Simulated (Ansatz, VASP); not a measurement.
**NaTa: VASP beside Ansatz**

```xyz
4
Lattice="3.8437 0.0000 0.0000 0.0000 3.8437 0.0000 0.0000 0.0000 5.8483" Properties=species:S:1:pos:R:3 pbc="T T T"
Na    0.0000    1.9219    2.9208
Na    1.9219    0.0000    2.9276
Ta    0.0000    0.0000    0.0000
Ta    1.9219    1.9219    0.0000
```

Alike in both runs: functional PBE; k mesh 4 × 4 × 4; occupations gaussian, width 0.1 eV; no spin polarisation.

Ansatz relaxed the structure, and its values are those at the end. VASP's run is a single point on that final structure, the one shown.

|  | VASP | Ansatz |
| --- | --- | --- |
| version | VASP 6.6.1 | Ansatz 0.2.0 |
| potentials or method | VASP PAW PBE potentials, release 64 (Na_pv, Ta_pv), cutoff 520 eV | scalar-relativistic, plane waves, PAW |
| valence electrons in the cell | 36 | 44 |

|  | VASP | Ansatz | Ansatz less VASP |
| --- | --- | --- | --- |
| gap on the k mesh at the Fermi level (eV) | none | none | - |
| pressure (GPa) | 0.0 | -0.1 | -0.06 |

A gap of «none» marks a metal or a gap that the smearing closes. VASP's potentials hold 36 valence electrons a cell and Ansatz's 44, so a difference there can come from the potentials and not from the codes.

The k mesh is coarse, so the values compare programs but aren't converged. Spin-orbit coupling is off throughout.
